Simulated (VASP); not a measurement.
# WS2 in VASP: further runs

Runs on WS2. Level: r2SCAN. Tasks: single point.

Everything below comes from runs of VASP 6.6.1. Logs are shortened: lines on timing, memory, paths and dates and some standing lists are left out, and cuts for length are marked.

## 1. The cell of the first run

The cell holds a slab with vacuum, 3 atoms: a = 3.277 Å, b = 3.277 Å, c = 16.646 Å, α = 90.00°, β = 90.00°, γ = 120.00°.

## 2. Single point, r2SCAN (biaxial strain in the a-b plane: +3.0 %)

File POSCAR:

```
WS2
1.0
    3.2765282495      0.0000000000      0.0000000000
   -1.6382641248      2.8375567003      0.0000000000
    0.0000000000      0.0000000000     16.6456266801
W S
1 2
Direct
    0.3333333333      0.6666666667      0.0000000000
    0.6666666667      0.3333333333      0.9081212350
    0.6666666667      0.3333333333      0.0918787650
```

File INCAR.step1:

```
  ALGO = Normal
  EDIFF = 1E-4
  ENCUT = 520
  GGA = PE
  ISMEAR = 0
  LASPH = True
  LCHARG = False
  LREAL = False
  LWAVE = True
  NBANDS = 20
  NELM = 80
  PREC = Accurate
  SIGMA = 0.02
```

File INCAR.step2:

```
  ALGO = Normal
  EDIFF = 1E-7
  ENCUT = 520
  ISIF = 2
  ISMEAR = 0
  ISTART = 1
  LASPH = True
  LCHARG = False
  LMIXTAU = True
  LREAL = False
  LWAVE = False
  METAGGA = R2SCAN
  NBANDS = 20
  NELM = 80
  PREC = Accurate
  SIGMA = 0.02
```

File KPOINTS:

```
k-points
0
Gamma
  12 12 2
```

Potentials or basis: VASP PAW PBE potentials, release 64 (W_sv, S).

Started as:

```
> cat potpaw_PBE.64/W_sv/POTCAR potpaw_PBE.64/S/POTCAR > POTCAR
> cp INCAR.step1 INCAR
> mpirun -np 1 vasp_std > vasp.out
> cp INCAR.step2 INCAR
> mpirun -np 1 vasp_std > vasp.out
```

OUTCAR:

```text
EDIFF = 1E-7
   ENCUT = 520
   ISIF = 2
   ISMEAR = 0
   ISTART = 1
   LASPH = True
   LREAL = False
   METAGGA = R2SCAN
   NELM = 80
   PREC = Accurate

 ion  position               nearest neighbor table
   1  0.333  0.667  0.000-   2 2.43   3 2.43   2 2.43   3 2.43   2 2.43   3 2.43
   2  0.667  0.333  0.908-   1 2.43   1 2.43   1 2.43
   3  0.667  0.333  0.092-   1 2.43   1 2.43   1 2.43

  LATTYP: Found a hexagonal cell.
 ALAT       =     3.2765282495
 C/A-ratio  =     5.0802634412

  Lattice vectors:

 A1 = (   3.2765282495,   0.0000000000,   0.0000000000)
 A2 = (  -1.6382641248,   2.8375567003,   0.0000000000)
 A3 = (   0.0000000000,   0.0000000000,  16.6456266801)

Analysis of symmetry for initial positions (statically):
=====================================================================
 Subroutine PRICEL returns:
 Original cell was already a primitive cell.

 Routine SETGRP: Setting up the symmetry group for a
 hexagonal supercell.

 Subroutine GETGRP returns: Found 12 space group operations
 (whereof 12 operations were pure point group operations)
 out of a pool of 24 trial point group operations.

The static configuration has the point symmetry D_3h.

Analysis of symmetry for dynamics (positions and initial velocities):
=====================================================================
 Subroutine PRICEL returns:
 Original cell was already a primitive cell.

 Routine SETGRP: Setting up the symmetry group for a
 hexagonal supercell.

 Subroutine GETGRP returns: Found 12 space group operations
 (whereof 12 operations were pure point group operations)
 out of a pool of 24 trial point group operations.

The dynamic configuration has the point symmetry D_3h.

 Subroutine INISYM returns: Found 12 space group operations
 (whereof 12 operations are pure point group operations),
 and found     1 'primitive' translations

----------------------------------------------------------------------------------------

                                     Primitive cell

  volume of cell :     154.7600

  direct lattice vectors                    reciprocal lattice vectors
     3.276528250  0.000000000  0.000000000     0.305201092  0.176207933  0.000000000
    -1.638264125  2.837556700  0.000000000     0.000000000  0.352415865  0.000000000
     0.000000000  0.000000000 16.645626680     0.000000000  0.000000000  0.060075840

  length of vectors
     3.276528250  3.276528250 16.645626680     0.352415865  0.352415865  0.060075840

  position of ions in fractional coordinates (direct lattice)
     0.333333333  0.666666667  0.000000000
     0.666666667  0.333333333  0.908121235
     0.666666667  0.333333333  0.091878765

  ion indices of the primitive-cell ions
   primitive index   ion index
                 1           1
                 2           2
                 3           3

----------------------------------------------------------------------------------------

 KPOINTS: k-points

Automatic generation of k-mesh.
 Grid dimensions read from file:
 generate k-points for:   12   12    2

 Generating k-lattice:

  Cartesian coordinates                     Fractional coordinates (reciprocal lattice)
     0.025433424  0.014683994  0.000000000     0.083333333  0.000000000  0.000000000
     0.000000000  0.029367989  0.000000000     0.000000000  0.083333333  0.000000000
     0.000000000  0.000000000  0.030037920     0.000000000  0.000000000  0.500000000

  Length of vectors
     0.029367989  0.029367989  0.030037920

  Shift w.r.t. Gamma in fractional coordinates (k-lattice)
     0.000000000  0.000000000  0.000000000

 Subroutine IBZKPT returns following result:
 ===========================================

 Found     38 irreducible k-points:

 Following reciprocal coordinates:
            Coordinates               Weight
  0.000000  0.000000  0.000000      1.000000
  0.083333 -0.000000  0.000000      6.000000
  0.166667  0.000000  0.000000      6.000000
  0.250000 -0.000000  0.000000      6.000000
  0.333333 -0.000000  0.000000      6.000000
  0.416667 -0.000000  0.000000      6.000000
[... 16 lines left out ...]
  0.250000 -0.000000  0.500000      6.000000
  0.333333 -0.000000  0.500000      6.000000
 [... further k-points ...]
   k-points           NKPTS =     38   k-points in BZ     NKDIM =     38   number of bands    NBANDS=     20
   number of dos      NEDOS =    301   number of ions     NIONS =      3
   total plane-waves  NPLWV =  72576
   dimension x,y,z NGX =    24 NGY =   24 NGZ =  126
   dimension x,y,z NGXF=    48 NGYF=   48 NGZF=  252
   ions per type =               1   2
   NGX,Y,Z   is equivalent  to a cutoff of  12.18, 12.18, 12.58 a.u.
   NGXF,Y,Z  is equivalent  to a cutoff of  24.35, 24.35, 25.17 a.u.
 SYSTEM =  unknown system
   PREC   = accura    normal or accurate (medium, high low for compatibility)
   ISTART =      1    job   : 0-new  1-cont  2-samecut
   ICHARG =      0    charge: 1-file 2-atom 10-const
   ISPIN  =      1    spin polarized calculation?
   LNONCOLLINEAR =      F non collinear calculations
   LSORBIT =      F    spin-orbit coupling
   LASPH  =      T    aspherical Exc in radial PAW
   ENCUT  =  520.0 eV  38.22 Ry    6.18 a.u.   6.09  6.09 30.95*2*pi/ulx,y,z
   NELM   =     80;   NELMIN=  2; NELMDL=  0     # of ELM steps
   EDIFF  = 0.1E-06   stopping-criterion for ELM
   LREAL  =      F    real-space projection
   EDIFFG = 0.1E-05   stopping-criterion for IOM
   NSW    =      0    number of steps for IOM
   IBRION =     -1    ionic relax: 0-MD 1-quasi-New 2-CG
   NFREE  =      0    steps in history (QN), initial steepest desc. (CG)
   ISIF   =      2    stress and relaxation
   ISYM   =      2    0-nonsym 1-usesym 2-fastsym
   POTIM  = 0.5000    time-step for ionic-motion
   TEBEG  =    0.0;   TEEND  =   0.0 temperature during run
   PSTRESS=    0.0 pullay stress
   NELECT =      26.0000    total number of electrons
   NUPDOWN=      -1.0000    fix difference up-down
   EMIN   =  10.00;   EMAX   =-10.00  energy-range for DOS
   EFERMI =   0.00;   METHOD = LEGACY
   ISMEAR =     0;   SIGMA  =   0.02  broadening in eV -4-tet -1-fermi 0-gaus
   EFERMI_NEDOS =   21; number of points for ismear=-14 and -15
   IALGO  =     38    algorithm
   IMIX   =      4    mixing-type and parameters
     AMIX     =   0.40;   BMIX     =  1.00
     AMIX_MAG =   1.60;   BMIX_MAG =  1.00
  volume/ion in A,a.u.               =      51.59       348.12
  Fermi-wavevector in a.u.,A,eV,Ry     =   0.903330  1.707046 11.102422  0.816005
  Thomas-Fermi vector in A             =   2.026642
   LORBIT       =      0    0 simple, 1 ext, 2 COOP (PROOUT), +10 PAW based schemes
   METAGGA = R2SCAN    functional components
   LHFCALC =     F    Hartree Fock is set to
   AEXX    =    0.0000 exact exchange contribution
   IVDW    =     0    specifies the selected vdW correction
   LEPSILON=     F    determine dielectric tensor
   LRPA    =     F    only Hartree local field effects (RPA)
 non-spin polarized calculation
 Gauss-broadening in eV      SIGMA  =   0.02
  energy-cutoff  :      520.00
  volume of cell :      154.76
 maximum number of plane-waves:      4212
   NGX = 13   NGY = 13   NGZ = 61

 number of electron      25.9999996 magnetization

 Free energy of the ion-electron system (eV)
  ---------------------------------------------------
  ext. energy  EPLUGINS =         0.00000000
  ---------------------------------------------------
  free energy    TOTEN  =       -69.95600425 eV

  energy without entropy =      -69.95600425  energy(sigma->0) =      -69.95600425

 E-fermi :  -1.1883     XC(G=0):  -4.5230

 val. band max:       -1.3000682792   @ k =   0.0000   0.0000   0.5000
 cond. band min:      -0.1271821478   @ k =   0.3333   0.3333   0.5000
 fundamental gap:      1.1728861314
 Fermi energy:        -1.1883416670

 k-point     1 :       0.0000    0.0000    0.0000
  band No.  band energies     occupation
      1     -77.7179      2.00000
      2     -41.2350      2.00000
      3     -41.1787      2.00000
      4     -41.1787      2.00000
      5     -16.8540      2.00000
      6     -15.0873      2.00000
[... 12 lines left out ...]
     19       4.3780      0.00000
     20       4.6967      0.00000

 k-point     2 :       0.0833   -0.0000    0.0000
  band No.  band energies     occupation
      1     -77.7170      2.00000
      2     -41.2318      2.00000
      3     -41.1966      2.00000
      4     -41.1828      2.00000
      5     -16.7482      2.00000
      6     -15.0534      2.00000
[... 12 lines left out ...]
     19       4.5785      0.00000
     20       4.8247      0.00000

 k-point     3 :       0.1667    0.0000    0.0000
  band No.  band energies     occupation
      1     -77.7148      2.00000
      2     -41.2452      2.00000
      3     -41.2229      2.00000
      4     -41.1943      2.00000
      5     -16.4483      2.00000
      6     -14.9574      2.00000
[... 12 lines left out ...]
     19       5.1950      0.00000
     20       5.3880      0.00000

 k-point     4 :       0.2500   -0.0000    0.0000
  band No.  band energies     occupation
      1     -77.7116      2.00000
      2     -41.3110      2.00000
      3     -41.2107      2.00000
      4     -41.2098      2.00000
      5     -16.0071      2.00000
      6     -14.8181      2.00000
[... 12 lines left out ...]
     19       5.7662      0.00000
     20       6.1196      0.00000

 k-point     5 :       0.3333   -0.0000    0.0000
  band No.  band energies     occupation
      1     -77.7085      2.00000
      2     -41.3761      2.00000
      3     -41.2253      2.00000
      4     -41.1986      2.00000
      5     -15.5171      2.00000
      6     -14.6674      2.00000
[... 12 lines left out ...]
     19       6.1388      0.00000
     20       6.3734      0.00000

 k-point     6 :       0.4167   -0.0000    0.0000
  band No.  band energies     occupation
      1     -77.7063      2.00000
      2     -41.4232      2.00000
      3     -41.2366      2.00000
      4     -41.1896      2.00000
      5     -15.1150      2.00000
      6     -14.5484      2.00000
[... 12 lines left out ...]
     19       6.5629      0.00000
     20       6.6476      0.00000

 k-point     7 :       0.5000   -0.0000    0.0000
  band No.  band energies     occupation
      1     -77.7054      2.00000
      2     -41.4404      2.00000
      3     -41.2407      2.00000
      4     -41.1864      2.00000
      5     -14.9555      2.00000
      6     -14.5028      2.00000
[... 12 lines left out ...]
     19       6.5986      0.00000
     20       6.9315      0.00000
[... 277 lines left out ...]
 k-point    20 :       0.0000    0.0000    0.5000
  band No.  band energies     occupation
      1     -77.7179      2.00000
      2     -41.2350      2.00000
      3     -41.1787      2.00000
      4     -41.1787      2.00000
      5     -16.8540      2.00000
      6     -15.0873      2.00000
[... 12 lines left out ...]
     19       4.3235      0.00000
     20       4.7261      0.00000

 k-point    21 :       0.0833   -0.0000    0.5000
  band No.  band energies     occupation
      1     -77.7170      2.00000
      2     -41.2318      2.00000
      3     -41.1966      2.00000
      4     -41.1828      2.00000
      5     -16.7482      2.00000
      6     -15.0534      2.00000
[... 12 lines left out ...]
     19       4.4532      0.00000
     20       4.9228      0.00000

 k-point    22 :       0.1667    0.0000    0.5000
  band No.  band energies     occupation
      1     -77.7148      2.00000
      2     -41.2452      2.00000
      3     -41.2229      2.00000
      4     -41.1943      2.00000
      5     -16.4483      2.00000
      6     -14.9574      2.00000
[... 12 lines left out ...]
     19       4.8704      0.00000
     20       5.6668      0.00000

 k-point    23 :       0.2500   -0.0000    0.5000
  band No.  band energies     occupation
      1     -77.7116      2.00000
      2     -41.3110      2.00000
      3     -41.2107      2.00000
      4     -41.2098      2.00000
      5     -16.0071      2.00000
      6     -14.8181      2.00000
[... 12 lines left out ...]
     19       5.4506      0.00000
     20       6.4213      0.00000

 k-point    24 :       0.3333   -0.0000    0.5000
  band No.  band energies     occupation
      1     -77.7085      2.00000
      2     -41.3761      2.00000
      3     -41.2253      2.00000
      4     -41.1986      2.00000
      5     -15.5171      2.00000
      6     -14.6674      2.00000
[... 12 lines left out ...]
     19       6.2098      0.00000
     20       6.2474      0.00000

 [... further k-points ...]

------------------------ aborting loop because EDIFF is reached ----------------------------------------

  FORCE on cell =-STRESS in cart. coord.  units (eV):
  Direction    XX          YY          ZZ          XY          YZ          ZX
  --------------------------------------------------------------------------------------
  -------------------------------------------------------------------------------------
  Total       -2.9342655     -2.9342655     -0.0347199      0.0000000      0.0000000      0.0000000
  in kB      -30.3774540    -30.3774540     -0.3594435      0.0000000      0.0000000      0.0000000
  external PRESSURE =     -20.3714505 kB  Pullay stress =       0.0000000 kB

 VOLUME and BASIS-vectors are now :
 -----------------------------------------------------------------------------
  energy-cutoff  :      520.00
  volume of cell :      154.76
      direct lattice vectors                 reciprocal lattice vectors
     3.276528250  0.000000000  0.000000000     0.305201092  0.176207933  0.000000000
    -1.638264125  2.837556700  0.000000000     0.000000000  0.352415865  0.000000000
     0.000000000  0.000000000 16.645626680     0.000000000  0.000000000  0.060075840

 POSITION                                       TOTAL-FORCE (eV/Angst)
 -----------------------------------------------------------------------------------
     -0.00000      1.89170      0.00000        -0.000000      0.000000     -0.000000
      1.63826      0.94585     15.11625         0.000000     -0.000000      0.003784
      1.63826      0.94585      1.52938         0.000000      0.000000     -0.003784
 -----------------------------------------------------------------------------------
    total drift:                               -0.000002      0.000001     -0.000000

  FREE ENERGIE OF THE ION-ELECTRON SYSTEM (eV)
  ---------------------------------------------------
  free  energy   TOTEN  =       -69.9560042486 eV

  energy  without entropy=      -69.9560042486  energy(sigma->0) =      -69.95600425
```

It took 4.2 min on 1 thread of Intel Xeon 6975P-C (Granite Rapids), shared host; peak memory 0.34 GiB.

Results:

```
Free energy            : -69.9560 eV
Largest force          : 0.004 eV/Å
Band gap on the k mesh : 1.17 eV (least direct gap 1.56 eV)
```

Forces in eV/Å, atoms in the order of the input:
```
W    0.000  0.000  0.000
S    0.000  0.000  0.004
S    0.000  0.000 -0.004
```

Caveat: the cell differs from its parent crystal (biaxial strain in the a-b plane: +3.0 %); there is no dipole correction, which matters where the two faces differ; the PAW data sets were made with another functional, which shifts forces and pressure a little; spin-orbit coupling is left out, which moves the levels of the heavy elements.

(Part 1 of 2 ends here.)
